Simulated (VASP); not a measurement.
# Si3C4 in VASP: notebook

Runs on Si3C4. Level: PBE. Tasks: single point, relaxation of cell and atoms.

Program: VASP 6.6.1. These are calculated values, not measurements. Logs are shortened: lines on timing, memory, paths and dates and some standing lists are left out, and cuts for length are marked.

**1. The cell of the first run**

The structure is trigonal, space group P-3m1 (No. 164). The conventional cell has a = 3.004 Å, b = 3.004 Å, c = 8.893 Å, α = 90.00°, β = 90.00°, γ = 120.00°. Within 2.7 Å of Si (site symmetry -3m) lie 6 C at 2.04 Å. Within 2.4 Å of Si (site symmetry 3m) lie 4 C at 1.83 to 1.90 Å. C (site symmetry 3m) has 1 C at 1.53 Å and 3 Si at 1.90 Å within 2.0 Å. Within 2.4 Å of C (site symmetry 3m) lie 4 Si at 1.83 to 2.04 Å.

The cell was built from a structure type or drawn by symmetry, and may not be a known phase.

**2. Single point, PBE**

Input file INCAR:

```
PREC     = Accurate       # precision mode
ENCUT    = 520            # plane-wave cutoff, eV
EDIFF    = 1E-6           # SCF threshold, eV
ISMEAR   = 0              # smearing method
SIGMA    = 0.1            # smearing width, eV
LREAL    = False          # projectors in reciprocal space
LASPH    = True           # aspherical terms in the spheres
NELM     = 60             # most SCF steps
ALGO     = Normal         # electronic algorithm
ISIF     = 2              # what is computed and relaxed
LWAVE    = False          # write WAVECAR
LCHARG   = False          # write CHGCAR
GGA      = PE             # functional
NBANDS   = 23             # bands
```

Input file KPOINTS:

```
Automatic mesh
0
Gamma
  12 12 4
```

Input file POSCAR:

```
Si3C4
1.0
    3.0041701281      0.0000000000      0.0000000000
   -1.5020850641      2.6016876482      0.0000000000
    0.0000000000      0.0000000000      8.8932102769
Si C
3 4
Direct
    0.0000000000      0.0000000000      0.5000000000
    0.6666666667      0.3333333333      0.1727096391
    0.3333333333      0.6666666667      0.8272903609
    0.0000000000      0.0000000000      0.0858734214
    0.3333333333      0.6666666667      0.6216580782
    0.0000000000      0.0000000000      0.9141265786
    0.6666666667      0.3333333333      0.3783419218
```

Potentials or basis: VASP PAW PBE potentials, release 64 (Si, C).

The run is started by

```
> cat potpaw_PBE.64/Si/POTCAR potpaw_PBE.64/C/POTCAR > POTCAR
> mpirun -np 1 vasp_std > vasp.out
```

OUTCAR:

```text
PREC = Accurate
   ENCUT = 520
   EDIFF = 1E-6
   ISMEAR = 0
   LREAL = False
   LASPH = True
   NELM = 60
   ISIF = 2
   GGA = PE

 ion  position               nearest neighbor table
   1  0.000  0.000  0.500-   5 2.04   7 2.04   7 2.04   5 2.04   7 2.04   5 2.04
   2  0.667  0.333  0.173-   7 1.83   4 1.90   4 1.90   4 1.90
   3  0.333  0.667  0.827-   5 1.83   6 1.90   6 1.90   6 1.90
   4  0.000  0.000  0.086-   6 1.53   2 1.90   2 1.90   2 1.90
   5  0.333  0.667  0.622-   3 1.83   1 2.04   1 2.04   1 2.04
   6  0.000  0.000  0.914-   4 1.53   3 1.90   3 1.90   3 1.90
   7  0.667  0.333  0.378-   2 1.83   1 2.04   1 2.04   1 2.04

  LATTYP: Found a hexagonal cell.
 ALAT       =     3.0041701281
 C/A-ratio  =     2.9602884982

  Lattice vectors:

 A1 = (   3.0041701281,   0.0000000000,   0.0000000000)
 A2 = (  -1.5020850641,   2.6016876482,   0.0000000000)
 A3 = (   0.0000000000,   0.0000000000,   8.8932102769)

Analysis of symmetry for initial positions (statically):
=====================================================================
 Subroutine PRICEL returns:
 Original cell was already a primitive cell.

 Routine SETGRP: Setting up the symmetry group for a
 hexagonal supercell.

 Subroutine GETGRP returns: Found 12 space group operations
 (whereof 12 operations were pure point group operations)
 out of a pool of 24 trial point group operations.

The static configuration has the point symmetry D_3d.

Analysis of symmetry for dynamics (positions and initial velocities):
=====================================================================
 Subroutine PRICEL returns:
 Original cell was already a primitive cell.

 Routine SETGRP: Setting up the symmetry group for a
 hexagonal supercell.

 Subroutine GETGRP returns: Found 12 space group operations
 (whereof 12 operations were pure point group operations)
 out of a pool of 24 trial point group operations.

The dynamic configuration has the point symmetry D_3d.

 Subroutine INISYM returns: Found 12 space group operations
 (whereof 12 operations are pure point group operations),
 and found     1 'primitive' translations

----------------------------------------------------------------------------------------

                                     Primitive cell

  volume of cell :      69.5086

  direct lattice vectors                    reciprocal lattice vectors
     3.004170128  0.000000000  0.000000000     0.332870629  0.192182947  0.000000000
    -1.502085064  2.601687648  0.000000000     0.000000000  0.384365894  0.000000000
     0.000000000  0.000000000  8.893210277     0.000000000  0.000000000  0.112445334

  length of vectors
     3.004170128  3.004170128  8.893210277     0.384365894  0.384365894  0.112445334

  position of ions in fractional coordinates (direct lattice)
     0.000000000  0.000000000  0.500000000
     0.666666667  0.333333333  0.172709639
     0.333333333  0.666666667  0.827290361
     0.000000000  0.000000000  0.085873421
     0.333333333  0.666666667  0.621658078
     0.000000000  0.000000000  0.914126579
     0.666666667  0.333333333  0.378341922

  ion indices of the primitive-cell ions
   primitive index   ion index
                 1           1
                 2           2
                 3           3
                 4           4
                 5           5
                 6           6
                 7           7

----------------------------------------------------------------------------------------

 KPOINTS: Automatic mesh

Automatic generation of k-mesh.
 Grid dimensions read from file:
 generate k-points for:   12   12    4

 Generating k-lattice:

  Cartesian coordinates                     Fractional coordinates (reciprocal lattice)
     0.027739219  0.016015246  0.000000000     0.083333333  0.000000000  0.000000000
     0.000000000  0.032030491  0.000000000     0.000000000  0.083333333  0.000000000
     0.000000000  0.000000000  0.028111334     0.000000000  0.000000000  0.250000000

  Length of vectors
     0.032030491  0.032030491  0.028111334

  Shift w.r.t. Gamma in fractional coordinates (k-lattice)
     0.000000000  0.000000000  0.000000000

 Subroutine IBZKPT returns following result:
 ===========================================

 Found     69 irreducible k-points:

 Following reciprocal coordinates:
            Coordinates               Weight
  0.000000  0.000000  0.000000      1.000000
  0.083333 -0.000000  0.000000      6.000000
  0.166667  0.000000  0.000000      6.000000
  0.250000  0.000000  0.000000      6.000000
  0.333333  0.000000  0.000000      6.000000
  0.416667  0.000000  0.000000      6.000000
[... 16 lines left out ...]
  0.166667  0.000000  0.250000      6.000000
  0.000000  0.166667  0.250000      6.000000
 [... further k-points ...]
   k-points           NKPTS =     69   k-points in BZ     NKDIM =     69   number of bands    NBANDS=     23
   number of dos      NEDOS =    301   number of ions     NIONS =      7
   total plane-waves  NPLWV =  40320
   dimension x,y,z NGX =    24 NGY =   24 NGZ =   70
   dimension x,y,z NGXF=    48 NGYF=   48 NGZF=  140
   ions per type =               3   4
   NGX,Y,Z   is equivalent  to a cutoff of  13.28, 13.28, 13.09 a.u.
   NGXF,Y,Z  is equivalent  to a cutoff of  26.56, 26.56, 26.17 a.u.
 SYSTEM =  unknown system
   PREC   = accura    normal or accurate (medium, high low for compatibility)
   ISTART =      0    job   : 0-new  1-cont  2-samecut
   ICHARG =      2    charge: 1-file 2-atom 10-const
   ISPIN  =      1    spin polarized calculation?
   LNONCOLLINEAR =      F non collinear calculations
   LSORBIT =      F    spin-orbit coupling
   LASPH  =      T    aspherical Exc in radial PAW
   ENCUT  =  520.0 eV  38.22 Ry    6.18 a.u.   5.59  5.59 16.54*2*pi/ulx,y,z
   NELM   =     60;   NELMIN=  2; NELMDL= -5     # of ELM steps
   EDIFF  = 0.1E-05   stopping-criterion for ELM
   LREAL  =      F    real-space projection
   EDIFFG = 0.1E-04   stopping-criterion for IOM
   NSW    =      0    number of steps for IOM
   IBRION =     -1    ionic relax: 0-MD 1-quasi-New 2-CG
   NFREE  =      0    steps in history (QN), initial steepest desc. (CG)
   ISIF   =      2    stress and relaxation
   ISYM   =      2    0-nonsym 1-usesym 2-fastsym
   POTIM  = 0.5000    time-step for ionic-motion
   TEBEG  =    0.0;   TEEND  =   0.0 temperature during run
   PSTRESS=    0.0 pullay stress
   NELECT =      28.0000    total number of electrons
   NUPDOWN=      -1.0000    fix difference up-down
   EMIN   =  10.00;   EMAX   =-10.00  energy-range for DOS
   EFERMI =   0.00;   METHOD = LEGACY
   ISMEAR =     0;   SIGMA  =   0.10  broadening in eV -4-tet -1-fermi 0-gaus
   EFERMI_NEDOS =   21; number of points for ismear=-14 and -15
   IALGO  =     38    algorithm
   IMIX   =      4    mixing-type and parameters
     AMIX     =   0.40;   BMIX     =  1.00
     AMIX_MAG =   1.60;   BMIX_MAG =  1.00
  volume/ion in A,a.u.               =       9.93        67.01
  Fermi-wavevector in a.u.,A,eV,Ry     =   1.209061  2.284793 19.889373  1.461828
  Thomas-Fermi vector in A             =   2.344650
   LORBIT       =      0    0 simple, 1 ext, 2 COOP (PROOUT), +10 PAW based schemes
   GGA     = PE    functional components
   LHFCALC =     F    Hartree Fock is set to
   AEXX    =    0.0000 exact exchange contribution
   IVDW    =     0    specifies the selected vdW correction
   LEPSILON=     F    determine dielectric tensor
   LRPA    =     F    only Hartree local field effects (RPA)
 non-spin polarized calculation
 Gauss-broadening in eV      SIGMA  =   0.10
  energy-cutoff  :      520.00
  volume of cell :       69.51
 maximum number of plane-waves:      1917
 NGX is ok and might be reduce to    24
   NGX = 11   NGY = 11   NGZ = 33

 number of electron      27.9999998 magnetization

 Free energy of the ion-electron system (eV)
  ---------------------------------------------------
  ext. energy  EPLUGINS =         0.00000000
  ---------------------------------------------------
  free energy    TOTEN  =       -50.11901815 eV

  energy without entropy =      -50.10796944  energy(sigma->0) =      -50.11349379

 E-fermi :   8.2042     XC(G=0): -11.4851

 val. band max:        8.1843561979   @ k =  -0.0833   0.2500   0.2500
 cond. band min:       8.2129789831   @ k =   0.0833  -0.0000   0.0000
 fundamental gap:      0.0286227852
 Fermi energy:         8.2042161360

 k-point     1 :       0.0000    0.0000    0.0000
  band No.  band energies     occupation
      1      -8.4741      2.00000
      2      -6.5668      2.00000
      3      -5.7654      2.00000
      4      -2.2667      2.00000
      5      -0.7835      2.00000
      6       4.1024      2.00000
[... 15 lines left out ...]
     22      15.7256      0.00000
     23      15.7256      0.00000

 k-point     2 :       0.0833   -0.0000    0.0000
  band No.  band energies     occupation
      1      -8.3576      2.00000
      2      -6.4418      2.00000
      3      -5.6409      2.00000
      4      -2.1748      2.00000
      5      -0.6865      2.00000
      6       4.0972      2.00000
[... 15 lines left out ...]
     22      15.9010      0.00000
     23      16.2251      0.00000

 k-point     3 :       0.1667    0.0000    0.0000
  band No.  band energies     occupation
      1      -8.0139      2.00000
      2      -6.0705      2.00000
      3      -5.2714      2.00000
      4      -1.9126      2.00000
      5      -0.4159      2.00000
      6       3.8611      2.00000
[... 15 lines left out ...]
     22      16.1046      0.00000
     23      16.7270      0.00000

 k-point     4 :       0.2500    0.0000    0.0000
  band No.  band energies     occupation
      1      -7.4634      2.00000
      2      -5.4663      2.00000
      3      -4.6722      2.00000
      4      -1.5357      2.00000
      5      -0.0770      2.00000
      6       2.5239      2.00000
[... 15 lines left out ...]
     22      16.7303      0.00000
     23      17.2757      0.00000

 k-point     5 :       0.3333    0.0000    0.0000
  band No.  band energies     occupation
      1      -6.7586      2.00000
      2      -4.6644      2.00000
      3      -3.8833      2.00000
      4      -1.2153      2.00000
      5      -0.1459      2.00000
      6       1.6793      2.00000
[... 15 lines left out ...]
     22      16.4333      0.00000
     23      17.5961      0.00000

 k-point     6 :       0.4167    0.0000    0.0000
  band No.  band energies     occupation
      1      -6.0418      2.00000
      2      -3.7810      2.00000
      3      -3.0289      2.00000
      4      -1.3461      2.00000
      5      -0.8288      2.00000
      6       0.8208      2.00000
[... 15 lines left out ...]
     22      15.9889      0.00000
     23      17.5748      0.00000

 k-point     7 :       0.5000    0.0000    0.0000
  band No.  band energies     occupation
      1      -5.6870      2.00000
      2      -3.3004      2.00000
      3      -2.5039      2.00000
      4      -1.7428      2.00000
      5      -1.0900      2.00000
      6       0.0826      2.00000
[... 353 lines left out ...]
     22      16.0044      0.00000
     23      16.0593      0.00000

 k-point    21 :       0.0833   -0.0000    0.2500
  band No.  band energies     occupation
      1      -8.3342      2.00000
      2      -6.6925      2.00000
      3      -5.1771      2.00000
      4      -2.9173      2.00000
      5       0.2090      2.00000
      6       3.2150      2.00000
[... 15 lines left out ...]
     22      16.1376      0.00000
     23      16.4065      0.00000

 k-point    22 :       0.0000    0.0833    0.2500
  band No.  band energies     occupation
      1      -8.3342      2.00000
      2      -6.6927      2.00000
      3      -5.1765      2.00000
      4      -2.9183      2.00000
      5       0.2097      2.00000
      6       3.2189      2.00000
[... 15 lines left out ...]
     22      16.0427      0.00000
     23      16.1116      0.00000

 k-point    23 :       0.1667    0.0000    0.2500
  band No.  band energies     occupation
      1      -7.9923      2.00000
      2      -6.3135      2.00000
      3      -4.8152      2.00000
      4      -2.6265      2.00000
      5       0.4315      2.00000
      6       3.1987      2.00000
[... 15 lines left out ...]
     22      16.5214      0.00000
     23      16.6132      0.00000

 k-point    24 :       0.0000    0.1667    0.2500
  band No.  band energies     occupation
      1      -7.9921      2.00000
      2      -6.3156      2.00000
      3      -4.8094      2.00000
      4      -2.6355      2.00000
      5       0.4339      2.00000
      6       3.2729      2.00000
[... 15 lines left out ...]
     22      16.2900      0.00000
     23      16.7599      0.00000

 [... further k-points ...]
[... 5 lines left out ...]
  --------------------------------------------------------------------------------------
  -------------------------------------------------------------------------------------
  Total       -0.0014699     -0.0014699      0.0561577      0.0000000      0.0000000     -0.0000000
  in kB       -0.0338804     -0.0338804      1.2944389      0.0000000      0.0000000     -0.0000000
  external PRESSURE =       0.4088927 kB  Pullay stress =       0.0000000 kB

 VOLUME and BASIS-vectors are now :
 -----------------------------------------------------------------------------
  energy-cutoff  :      520.00
  volume of cell :       69.51
      direct lattice vectors                 reciprocal lattice vectors
     3.004170128  0.000000000  0.000000000     0.332870629  0.192182947  0.000000000
    -1.502085064  2.601687648  0.000000000     0.000000000  0.384365894  0.000000000
     0.000000000  0.000000000  8.893210277     0.000000000  0.000000000  0.112445334

 POSITION                                       TOTAL-FORCE (eV/Angst)
 -----------------------------------------------------------------------------------
      0.00000      0.00000      4.44661         0.000000      0.000000      0.000000
      1.50209      0.86723      1.53594         0.000000     -0.000000     -0.010325
     -0.00000      1.73446      7.35727        -0.000000      0.000000      0.010325
      0.00000      0.00000      0.76369        -0.000000     -0.000000      0.036067
     -0.00000      1.73446      5.52854         0.000000     -0.000000      0.000937
      0.00000      0.00000      8.12952         0.000000      0.000000     -0.036067
      1.50209      0.86723      3.36467        -0.000000      0.000000     -0.000937
 -----------------------------------------------------------------------------------
    total drift:                               -0.000000      0.000000      0.000000

  FREE ENERGIE OF THE ION-ELECTRON SYSTEM (eV)
  ---------------------------------------------------
  free  energy   TOTEN  =       -50.1190181520 eV

  energy  without entropy=      -50.1079694355  energy(sigma->0) =      -50.11349379
```

Wall time 43 s (1 thread of Intel Xeon 6975P-C (Granite Rapids), shared host); peak memory 0.23 GiB.

Results:

* Free energy: -50.1190 eV
* Pressure: 0.0 GPa
* Largest force: 0.036 eV/Å
* Band gap on the k mesh: zero (bands 14 and 15 overlap by 2.94 eV)

Forces in eV/Å, atoms in the order of the input:
```
Si   0.000  0.000  0.000
Si   0.000  0.000 -0.010
Si   0.000  0.000  0.010
C    0.000  0.000  0.036
C    0.000  0.000  0.001
C    0.000  0.000 -0.036
C    0.000  0.000 -0.001
```

Stress tensor (GPa, compression positive):
```
0.00 0.00 0.00
0.00 0.00 0.00
0.00 0.00 0.13
```

Levels at points of the mesh, in eV from the Fermi level:
```
           k point  band 10  band 11  band 12  band 13  band 14  band 15  band 16  band 17  band 18  band 19
(0.00, 0.00, 0.00)     0.24     0.24     0.93     0.93     1.01     1.01     4.55     5.21     7.15     7.26
(0.50, 0.00, 0.00)    -4.03    -3.53    -1.94    -1.33    -1.31     0.82     2.45     3.43     4.34     5.86
(0.00, 0.00, 0.50)     0.45     0.45     0.48     0.48     1.26     1.26     4.58     4.60     6.97     6.97
(0.50, 0.00, 0.50)    -4.01    -2.62    -2.23    -2.01    -0.79     0.46     2.03     2.77     5.09     5.78
```

(Part 1 of 2 ends here.)
